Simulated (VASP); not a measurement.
# Hf2ZrC3 (P-3m1) in VASP: notebook

Hf2ZrC3 is run at these levels: PBE; tasks: single point, relaxation of cell and atoms.

Program: VASP 6.6.1. These are calculated values, not measurements. Logs are shortened: lines on timing, memory, paths and dates and some standing lists are left out, and cuts for length are marked.

## 1. The cell of the first run

It takes space group P-3m1 (No. 164, trigonal). The conventional cell has a = 3.302 Å, b = 3.302 Å, c = 8.092 Å, α = 90.00°, β = 90.00°, γ = 120.00°. Zr (site symmetry -3m) has 6 C at 2.35 Å within 3.1 Å. Within 3.1 Å of Hf (site symmetry 3m) lie 6 C at 2.33 Å. Within 3.1 Å of C (site symmetry 3m) lie 3 Hf at 2.33 Å and 3 Zr at 2.35 Å. Within 3.1 Å of C (site symmetry -3m) lie 6 Hf at 2.33 Å.

## 2. Single point, PBE

INCAR

```
SYSTEM = Hf2ZrC3
PREC = Accurate
ENCUT = 520
EDIFF = 1E-6
ISMEAR = 0
SIGMA = 0.2
LREAL = .FALSE.
LASPH = .TRUE.
NELM = 100
ALGO = Normal
ISIF = 2
LWAVE = .FALSE.
LCHARG = .TRUE.
GGA = PE
LELF = .TRUE.
LVHAR = .TRUE.
NBANDS = 56
```

KPOINTS

```
regular mesh
0
G
  6 6 2
  0 0 0
```

POSCAR

```
Hf2ZrC3
1.0
    3.3021762243      0.0000000000      0.0000000000
   -1.6510881121      2.8597684980      0.0000000000
    0.0000000000      0.0000000000     16.1837292872
Zr Hf C
2 4 6
Direct
    1.0000000000      0.0000000000      0.0000000000
    1.0000000000      1.0000000000      0.5000000000
    0.6666666667      0.3333333333      0.3328298465
    0.6666666667      0.3333333333      0.8328298465
    0.3333333333      0.6666666667      0.1671701535
    0.3333333333      0.6666666667      0.6671701535
    0.3333333333      0.6666666667      0.4152931134
    0.3333333333      0.6666666667      0.9152931134
    0.6666666667      0.3333333333      0.0847068866
    0.6666666667      0.3333333333      0.5847068866
    1.0000000000      1.0000000000      0.2500000000
    0.0000000000      0.0000000000      0.7500000000
```

Potentials or basis: VASP PAW PBE potentials, release 64 (Zr_sv, Hf_pv, C).

On the command line:

```bash
> cat potpaw_PBE.64/Zr_sv/POTCAR potpaw_PBE.64/Hf_pv/POTCAR potpaw_PBE.64/C/POTCAR > POTCAR
> mpirun -np 1 vasp_std > vasp.out
```

OUTCAR:

```text
SYSTEM = Hf2ZrC3
   PREC = Accurate
   ENCUT = 520
   EDIFF = 1E-6
   ISMEAR = 0
   LREAL = .FALSE.
   LASPH = .TRUE.
   NELM = 100
   ISIF = 2
   GGA = PE

 ion  position               nearest neighbor table
   1  0.000  0.000  0.000-   8 2.35   9 2.35   8 2.35   9 2.35   9 2.35   8 2.35   4 3.31   5 3.31
                             5 3.31   4 3.31   5 3.31   4 3.31
   2  0.000  0.000  0.500-   7 2.35  10 2.35   7 2.35  10 2.35  10 2.35   7 2.35   3 3.31   6 3.31
                             6 3.31   3 3.31   6 3.31   3 3.31
   3  0.667  0.333  0.333-   7 2.33   7 2.33   7 2.33  11 2.33  11 2.33  11 2.33   5 3.29   5 3.29
                             5 3.29   2 3.31   2 3.31   2 3.31
   4  0.667  0.333  0.833-   8 2.33   8 2.33   8 2.33  12 2.33  12 2.33  12 2.33   6 3.29   6 3.29
                             6 3.29   1 3.31   1 3.31   1 3.31
   5  0.333  0.667  0.167-   9 2.33   9 2.33   9 2.33  11 2.33  11 2.33  11 2.33   3 3.29   3 3.29
                             3 3.29   1 3.31   1 3.31   1 3.31
   6  0.333  0.667  0.667-  10 2.33  10 2.33  10 2.33  12 2.33  12 2.33  12 2.33   4 3.29   4 3.29
                             4 3.29   2 3.31   2 3.31   2 3.31
   7  0.333  0.667  0.415-   3 2.33   3 2.33   3 2.33   2 2.35   2 2.35   2 2.35
   8  0.333  0.667  0.915-   4 2.33   4 2.33   4 2.33   1 2.35   1 2.35   1 2.35
   9  0.667  0.333  0.085-   5 2.33   5 2.33   5 2.33   1 2.35   1 2.35   1 2.35
  10  0.667  0.333  0.585-   6 2.33   6 2.33   6 2.33   2 2.35   2 2.35   2 2.35
  11  0.000  0.000  0.250-   3 2.33   5 2.33   5 2.33   3 2.33   3 2.33   5 2.33
  12  0.000  0.000  0.750-   4 2.33   6 2.33   6 2.33   4 2.33   4 2.33   6 2.33

  LATTYP: Found a hexagonal cell.
 ALAT       =     3.3021762243
 C/A-ratio  =     4.9009284145

  Lattice vectors:

 A1 = (   3.3021762243,   0.0000000000,   0.0000000000)
 A2 = (  -1.6510881121,   2.8597684980,   0.0000000000)
 A3 = (   0.0000000000,   0.0000000000,  16.1837292872)

Analysis of symmetry for initial positions (statically):
=====================================================================
 Subroutine PRICEL returns following result:

  LATTYP: Found a hexagonal cell.
 ALAT       =     3.3021762243
 C/A-ratio  =     2.4504642072

  Lattice vectors:

 A1 = (   3.3021762243,   0.0000000000,   0.0000000000)
 A2 = (  -1.6510881121,   2.8597684980,   0.0000000000)
 A3 = (   0.0000000000,   0.0000000000,   8.0918646436)

   2 primitive cells build up your supercell.

 Routine SETGRP: Setting up the symmetry group for a
 hexagonal supercell.

 Subroutine GETGRP returns: Found 12 space group operations
 (whereof 12 operations were pure point group operations)
 out of a pool of 24 trial point group operations.

The static configuration has the point symmetry D_3d.

Analysis of symmetry for dynamics (positions and initial velocities):
=====================================================================
 Subroutine PRICEL returns following result:

  LATTYP: Found a hexagonal cell.
 ALAT       =     3.3021762243
 C/A-ratio  =     2.4504642072

  Lattice vectors:

 A1 = (   3.3021762243,   0.0000000000,   0.0000000000)
 A2 = (  -1.6510881121,   2.8597684980,   0.0000000000)
 A3 = (   0.0000000000,   0.0000000000,   8.0918646436)

   2 primitive cells build up your supercell.

 Routine SETGRP: Setting up the symmetry group for a
 hexagonal supercell.

 Subroutine GETGRP returns: Found 12 space group operations
 (whereof 12 operations were pure point group operations)
 out of a pool of 24 trial point group operations.

The dynamic configuration has the point symmetry D_3d.

 Subroutine INISYM returns: Found 12 space group operations
 (whereof 12 operations are pure point group operations),
 and found     2 'primitive' translations

----------------------------------------------------------------------------------------

                                     Primitive cell

  volume of cell :      76.4152

  direct lattice vectors                    reciprocal lattice vectors
     3.302176224  0.000000000  0.000000000     0.302830598  0.174839327  0.000000000
    -1.651088112  2.859768498  0.000000000     0.000000000  0.349678654  0.000000000
     0.000000000  0.000000000  8.091864644     0.000000000  0.000000000  0.123580910

  length of vectors
     3.302176224  3.302176224  8.091864644     0.349678654  0.349678654  0.123580910

  position of ions in fractional coordinates (direct lattice)
     0.000000000  0.000000000  0.000000000
     0.666666667  0.333333333  0.665659693
     0.333333333  0.666666667  0.334340307
     0.333333333  0.666666667  0.830586227
     0.666666667  0.333333333  0.169413773
     0.000000000  0.000000000  0.500000000

  ion indices of the primitive-cell ions
   primitive index   ion index
                 1           1
                 2           4
                 3           5
                 4           8
                 5           9
                 6          11

----------------------------------------------------------------------------------------

 KPOINTS: regular mesh

Automatic generation of k-mesh.
 Grid dimensions read from file:
 generate k-points for:    6    6    2

 Generating k-lattice:

  Cartesian coordinates                     Fractional coordinates (reciprocal lattice)
     0.050471766  0.029139888  0.000000000     0.166666667  0.000000000  0.000000000
     0.000000000  0.058279776  0.000000000     0.000000000  0.166666667  0.000000000
     0.000000000  0.000000000  0.030895228     0.000000000  0.000000000  0.500000000

  Length of vectors
     0.058279776  0.058279776  0.030895228

  Shift w.r.t. Gamma in fractional coordinates (k-lattice)
     0.000000000  0.000000000  0.000000000

 Subroutine IBZKPT returns following result:
 ===========================================

 Found     14 irreducible k-points:

 Following reciprocal coordinates:
            Coordinates               Weight
  0.000000  0.000000  0.000000      1.000000
  0.166667  0.000000  0.000000      6.000000
  0.333333  0.000000  0.000000      6.000000
  0.500000  0.000000  0.000000      3.000000
  0.166667  0.166667  0.000000      6.000000
  0.333333  0.166667  0.000000     12.000000
  0.333333  0.333333  0.000000      2.000000
  0.000000  0.000000  0.500000      1.000000
  0.166667  0.000000  0.500000      6.000000
  0.333333  0.000000  0.500000      6.000000
  0.500000  0.000000  0.500000      3.000000
  0.166667  0.166667  0.500000      6.000000
  0.333333  0.166667  0.500000     12.000000
  0.333333  0.333333  0.500000      2.000000
   k-points           NKPTS =     14   k-points in BZ     NKDIM =     14   number of bands    NBANDS=     56
   number of dos      NEDOS =    301   number of ions     NIONS =     12
   total plane-waves  NPLWV =  94080
   dimension x,y,z NGX =    28 NGY =   28 NGZ =  120
   dimension x,y,z NGXF=    56 NGYF=   56 NGZF=  240
   ions per type =               2   4   6
   NGX,Y,Z   is equivalent  to a cutoff of  14.10, 14.10, 12.33 a.u.
   NGXF,Y,Z  is equivalent  to a cutoff of  28.19, 28.19, 24.65 a.u.
 SYSTEM =  Hf2ZrC3
   PREC   = accura    normal or accurate (medium, high low for compatibility)
   ISTART =      0    job   : 0-new  1-cont  2-samecut
   ICHARG =      2    charge: 1-file 2-atom 10-const
   ISPIN  =      1    spin polarized calculation?
   LNONCOLLINEAR =      F non collinear calculations
   LSORBIT =      F    spin-orbit coupling
   LASPH  =      T    aspherical Exc in radial PAW
   ENCUT  =  520.0 eV  38.22 Ry    6.18 a.u.   6.14  6.14 30.09*2*pi/ulx,y,z
   NELM   =    100;   NELMIN=  2; NELMDL= -5     # of ELM steps
   EDIFF  = 0.1E-05   stopping-criterion for ELM
   LREAL  =      F    real-space projection
   EDIFFG = 0.1E-04   stopping-criterion for IOM
   NSW    =      0    number of steps for IOM
   IBRION =     -1    ionic relax: 0-MD 1-quasi-New 2-CG
   NFREE  =      0    steps in history (QN), initial steepest desc. (CG)
   ISIF   =      2    stress and relaxation
   ISYM   =      2    0-nonsym 1-usesym 2-fastsym
   POTIM  = 0.5000    time-step for ionic-motion
   TEBEG  =    0.0;   TEEND  =   0.0 temperature during run
   PSTRESS=    0.0 pullay stress
   NELECT =      88.0000    total number of electrons
   NUPDOWN=      -1.0000    fix difference up-down
   EMIN   =  10.00;   EMAX   =-10.00  energy-range for DOS
   EFERMI =   0.00;   METHOD = LEGACY
   ISMEAR =     0;   SIGMA  =   0.20  broadening in eV -4-tet -1-fermi 0-gaus
   EFERMI_NEDOS =   21; number of points for ismear=-14 and -15
   IALGO  =     38    algorithm
   IMIX   =      4    mixing-type and parameters
     AMIX     =   0.40;   BMIX     =  1.00
     AMIX_MAG =   1.60;   BMIX_MAG =  1.00
  volume/ion in A,a.u.               =      12.74        85.95
  Fermi-wavevector in a.u.,A,eV,Ry     =   1.361965  2.573740 25.238093  1.854948
  Thomas-Fermi vector in A             =   2.488495
   LORBIT       =      0    0 simple, 1 ext, 2 COOP (PROOUT), +10 PAW based schemes
   GGA     = PE    functional components
   LHFCALC =     F    Hartree Fock is set to
   AEXX    =    0.0000 exact exchange contribution
   IVDW    =     0    specifies the selected vdW correction
   LEPSILON=     F    determine dielectric tensor
   LRPA    =     F    only Hartree local field effects (RPA)
 non-spin polarized calculation
 Gauss-broadening in eV      SIGMA  =   0.20
  energy-cutoff  :      520.00
  volume of cell :      152.83
 maximum number of plane-waves:      4176
 NGX is ok and might be reduce to    28
   NGX = 13   NGY = 13   NGZ = 61

 number of electron      88.0000006 magnetization

 Free energy of the ion-electron system (eV)
  ---------------------------------------------------
  ext. energy  EPLUGINS =         0.00000000
  ---------------------------------------------------
  free energy    TOTEN  =      -123.04883847 eV

  energy without entropy =     -123.00558226  energy(sigma->0) =     -123.02721037

 E-fermi :   7.1135     XC(G=0): -12.2221

 val. band max:        7.0797915614   @ k =   0.0000   0.0000   0.5000
 cond. band min:       7.1335790548   @ k =   0.5000   0.0000   0.0000
 fundamental gap:      0.0537874934
 Fermi energy:         7.1135073195

 k-point     1 :       0.0000    0.0000    0.0000
  band No.  band energies     occupation
      1     -40.9156      2.00000
      2     -40.9156      2.00000
      3     -22.9123      2.00000
      4     -22.8988      2.00000
      5     -22.5830      2.00000
      6     -22.5668      2.00000
[... 48 lines left out ...]
     55      10.3453      0.00000
     56      10.7304      0.00000

 k-point     2 :       0.1667    0.0000    0.0000
  band No.  band energies     occupation
      1     -40.8975      2.00000
      2     -40.8975      2.00000
      3     -22.8727      2.00000
      4     -22.8642      2.00000
      5     -22.6297      2.00000
      6     -22.6208      2.00000
[... 48 lines left out ...]
     55      10.9869      0.00000
     56      11.0647      0.00000

 k-point     3 :       0.3333    0.0000    0.0000
  band No.  band energies     occupation
      1     -40.8611      2.00000
      2     -40.8611      2.00000
      3     -22.8718      2.00000
      4     -22.8711      2.00000
      5     -22.8305      2.00000
      6     -22.8269      2.00000
[... 582 lines left out ...]
 k-point    13 :       0.3333    0.1667    0.5000
  band No.  band energies     occupation
      1     -40.8427      2.00000
      2     -40.8427      2.00000
      3     -22.9171      2.00000
      4     -22.9156      2.00000
      5     -22.8674      2.00000
      6     -22.8673      2.00000
[... 48 lines left out ...]
     55      12.2973      0.00000
     56      12.4811      0.00000

 k-point    14 :       0.3333    0.3333    0.5000
  band No.  band energies     occupation
      1     -40.8335      2.00000
      2     -40.8335      2.00000
      3     -22.8337      2.00000
      4     -22.8337      2.00000
      5     -22.8203      2.00000
      6     -22.8203      2.00000
[... 48 lines left out ...]
     55      11.5531      0.00000
     56      11.5531      0.00000

------------------------ aborting loop because EDIFF is reached ----------------------------------------

  FORCE on cell =-STRESS in cart. coord.  units (eV):
  Direction    XX          YY          ZZ          XY          YZ          ZX
  --------------------------------------------------------------------------------------
  -------------------------------------------------------------------------------------
  Total        0.1260835      0.1260835     -1.1118832      0.0000000     -0.0000000      0.0000000
  in kB        1.3217794      1.3217794    -11.6562814      0.0000000     -0.0000000      0.0000000
  external PRESSURE =      -3.0042408 kB  Pullay stress =       0.0000000 kB

 VOLUME and BASIS-vectors are now :
 -----------------------------------------------------------------------------
  energy-cutoff  :      520.00
  volume of cell :      152.83
      direct lattice vectors                 reciprocal lattice vectors
     3.302176224  0.000000000  0.000000000     0.302830598  0.174839327  0.000000000
    -1.651088112  2.859768498  0.000000000     0.000000000  0.349678654  0.000000000
     0.000000000  0.000000000 16.183729287     0.000000000  0.000000000  0.061790455

 POSITION                                       TOTAL-FORCE (eV/Angst)
 -----------------------------------------------------------------------------------
      0.00000      0.00000      0.00000         0.000000      0.000000     -0.000000
      0.00000      0.00000      8.09186         0.000000      0.000000     -0.000000
      1.65109      0.95326      5.38643        -0.000000     -0.000000     -0.015348
      1.65109      0.95326     13.47829         0.000000     -0.000000     -0.015348
     -0.00000      1.90651      2.70544        -0.000000      0.000000      0.015348
     -0.00000      1.90651     10.79730         0.000000      0.000000      0.015348
     -0.00000      1.90651      6.72099        -0.000000      0.000000     -0.038833
     -0.00000      1.90651     14.81286        -0.000000      0.000000     -0.038833
      1.65109      0.95326      1.37087         0.000000     -0.000000      0.038833
      1.65109      0.95326      9.46274         0.000000     -0.000000      0.038833
      0.00000      0.00000      4.04593         0.000000      0.000000     -0.000000
      0.00000      0.00000     12.13780         0.000000      0.000000     -0.000000
 -----------------------------------------------------------------------------------
    total drift:                                0.000000     -0.000000      0.000000

  FREE ENERGIE OF THE ION-ELECTRON SYSTEM (eV)
  ---------------------------------------------------
  free  energy   TOTEN  =      -123.0488384737 eV

  energy  without entropy=     -123.0055822629  energy(sigma->0) =     -123.02721037
```

It took 5.4 min on 1 thread of Intel Xeon 8259CL, shared host; peak memory 0.35 GiB.

Results:

| Item | Value |
| --- | --- |
| Free energy | -123.0488 eV |
| Pressure | -0.3 GPa |
| Largest force | 0.039 eV/Å |
| Band gap on the k mesh | zero (bands 44 and 45 overlap by 1.22 eV) |

Forces on the atoms (eV/Å):
```
Zr   0.000  0.000  0.000
Zr   0.000  0.000  0.000
Hf   0.000  0.000 -0.015
Hf   0.000  0.000 -0.015
Hf   0.000  0.000  0.015
Hf   0.000  0.000  0.015
C    0.000  0.000 -0.039
C    0.000  0.000 -0.039
C    0.000  0.000  0.039
C    0.000  0.000  0.039
C    0.000  0.000  0.000
C    0.000  0.000  0.000
```

Stress tensor (GPa, compression positive):
```
 0.13  0.00  0.00
 0.00  0.13  0.00
 0.00  0.00 -1.17
```

Levels at points of the mesh, in eV from the Fermi level:
| k point | band 40 | band 41 | band 42 | band 43 | band 44 | band 45 | band 46 | band 47 | band 48 | band 49 |
| --- | --- | --- | --- | --- | --- | --- | --- | --- | --- | --- |
| (0.00, 0.00, 0.00) | -0.78 | -0.78 | 1.04 | 1.05 | 1.05 | 1.33 | 1.34 | 1.34 | 2.04 | 2.04 |
| (0.50, 0.00, 0.00) | -2.16 | -1.70 | -1.03 | -0.93 | 0.02 | 0.02 | 0.73 | 0.81 | 2.86 | 3.15 |
| (0.00, 0.00, 0.50) | -0.03 | 0.27 | 0.27 | 0.27 | 0.27 | 1.65 | 1.65 | 1.65 | 1.65 | 2.00 |
| (0.50, 0.00, 0.50) | -1.87 | -1.73 | -1.73 | -0.29 | -0.29 | 0.18 | 0.18 | 1.76 | 1.76 | 4.32 |

Caveat: the k points lie up to 0.37 Å⁻¹ apart, too coarse for converged energies and pressures of a metal; spin-orbit coupling is left out, which moves the levels of the heavy elements.

[end of part 1 of 3]
